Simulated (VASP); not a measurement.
# TiN (de600): relaxation of cell and atoms with LDA

The system is TiN (de600).

```xyz
2
Lattice="0.0000 2.0860 2.0860 2.0860 0.0000 2.0860 2.0860 2.0860 0.0000" Properties=species:S:1:pos:R:3 pbc="T T T"
Ti    0.0000    0.0000    0.0000
N     2.0860    2.0860    2.0860
```

```
Program                : VASP 6.6.1
Task                   : relaxation of cell and atoms
Functional             : LDA
Potentials or basis    : VASP PAW LDA potentials, release 64 (Ti_sv, N)
Cutoff                 : 600 eV
k mesh                 : 16 × 16 × 16
Occupations            : fermi-dirac, width 0.15 eV
Spin                   : no spin polarisation
Dipole correction      : no
Further INCAR settings : ALGO = Normal; EDIFF = 1e-07; IBRION = 2; EDIFFG = -0.001; NSW = 80; ISIF = 3
```

```json
{
 "Relaxed volume": "9.11 Å³/atom",
 "Relaxed cell": "a = 2.954 Å, b = 2.954 Å, c = 2.954 Å, α = 60.00°, β = 60.00°, γ = 60.00°",
 "Space group after relaxing (to 0.05 Å)": "Fm-3m (No. 225)",
 "Energy gained by relaxing": "0.1 meV/atom",
 "Ionic steps": "16",
 "Pressure after relaxing": "0.0 GPa"
}
```

Step by step:
| step | energy change (eV) | largest force (eV/Å) | pressure (GPa) | volume (Å³) |
| --- | --- | --- | --- | --- |
| 1 | 0.0000 | 0.0000 | 1.26 | 18.15 |
| 2 | 0.0004 | 0.0000 | -1.97 | 18.34 |
| 3 | -0.0003 | 0.0000 | -0.05 | 18.23 |
| 4 | -0.0003 | 0.0000 | 0.03 | 18.22 |
| 5 | -0.0003 | 0.0000 | 0.03 | 18.22 |
| 6 | -0.0003 | 0.0000 | 0.04 | 18.22 |
| 7 | -0.0003 | 0.0000 | 0.04 | 18.22 |
| 8 | -0.0003 | 0.0000 | 0.04 | 18.22 |
| 9 | -0.0003 | 0.0000 | 0.04 | 18.22 |
| 10 | -0.0003 | 0.0000 | 0.04 | 18.22 |
| 11 | -0.0003 | 0.0000 | 0.04 | 18.22 |
| 12 | -0.0003 | 0.0000 | 0.04 | 18.22 |
| 13 | -0.0003 | 0.0000 | 0.04 | 18.22 |
| 14 | -0.0003 | 0.0000 | 0.04 | 18.22 |
| 15 | -0.0003 | 0.0000 | 0.03 | 18.23 |
| 16 | -0.0003 | 0.0000 | 0.00 | 18.23 |

Final structure:
```
CELL_PARAMETERS angstrom
0.00000 2.08878 2.08878
2.08878 0.00000 2.08878
2.08878 2.08878 0.00000
ATOMIC_POSITIONS crystal
Ti 0.00000 0.00000 0.00000
N 0.50000 0.50000 0.50000
```

Levels at points of the mesh, in eV from the Fermi level:
```tsv
k point	band 6	band 7	band 8	band 9	band 10	band 11
(0.00, 0.00, 0.00)	-2.03	-2.03	-2.03	-0.66	-0.66	-0.66
(0.50, 0.00, 0.00)	-8.32	-5.69	-5.69	1.84	1.84	2.57
(0.50, 0.50, 0.00)	-5.84	-3.28	-3.22	-3.22	1.77	2.60
```

Run time: 4 min on 1 thread of AMD EPYC 7R13 (shared host), peak memory 0.14 GiB.
